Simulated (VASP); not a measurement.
**BaO: relaxation of volume and atoms at fixed shape with PBEsol**

BaO:

```
Ba O
1.0
     0.00000    2.75000    2.75000
     2.75000    0.00000    2.75000
     2.75000    2.75000    0.00000
Ba O
1 1
Direct
  0.00000 0.00000 0.00000
  0.50000 0.50000 0.50000
```

```json
{
  "Program": "VASP 6.6.1",
  "Task": "relaxation of volume and atoms at fixed shape",
  "Functional": "PBEsol",
  "Potentials or basis": "VASP PAW PBE potentials, release 64 (Ba_sv, O_h)",
  "Cutoff": "1340 eV",
  "k mesh": "5 × 5 × 5",
  "Occupations": "gaussian, width 0.01 eV",
  "Spin": "no spin polarisation",
  "Dipole correction": "no",
  "Further INCAR settings": "ALGO = Normal; EDIFF = 1e-07; IBRION = 2; EDIFFG = -0.02; NSW = 60; ISIF = 8"
}
```

The relaxed volume is 21.16 Å³/atom and the relaxed cell is a = 3.912 Å, b = 3.912 Å, c = 3.912 Å, α = 60.00°, β = 60.00°, γ = 60.00°. The space group after relaxing (to 0.1 Å) is Fm-3m (No. 225) and the energy gained by relaxing is 1.6 meV/atom. The ionic steps are 3 and the pressure after relaxing is 0.0 GPa. The band gap on the k mesh is 2.13 eV (least direct gap 2.24 eV).

The path:
| step | energy change (eV) | largest force (eV/Å) | pressure (GPa) | volume (Å³) |
| --- | --- | --- | --- | --- |
| 1 | 0.0000 | 0.0000 | 1.41 | 41.59 |
| 2 | -0.0023 | 0.0000 | -0.67 | 42.70 |
| 3 | -0.0031 | 0.0000 | 0.01 | 42.32 |

Final structure:
```
Ba O
1.0
     0.00000    2.76597    2.76597
     2.76597    0.00000    2.76597
     2.76597    2.76597    0.00000
Ba O
1 1
Cartesian
  0.0000 0.0000 0.0000
  2.7660 2.7660 2.7660
```

Levels at points of the mesh, in eV from the valence-band top:
```csv
k point,band 4,band 5,band 6,band 7,band 8,band 9,band 10,band 11,band 12
"(0.00, 0.00, 0.00)",-10.22,-10.22,-0.26,-0.26,-0.26,3.48,4.73,4.73,4.73
```

Wall time 67 s on 1 thread of Intel(R) Xeon(R) Platinum 8259CL CPU @ 2.50GHz (Skylake/Cascade Lake), with other jobs on the host, peak memory 0.36 GiB.

Caveat: the PAW data sets were made with another functional, which shifts forces and pressure a little; spin-orbit coupling is left out, which moves the levels of the heavy elements; an odd mesh through Γ misses points on the zone boundary, where band edges can lie. Expect the measured gap to be larger: semilocal functionals such as PBEsol lack the derivative discontinuity.
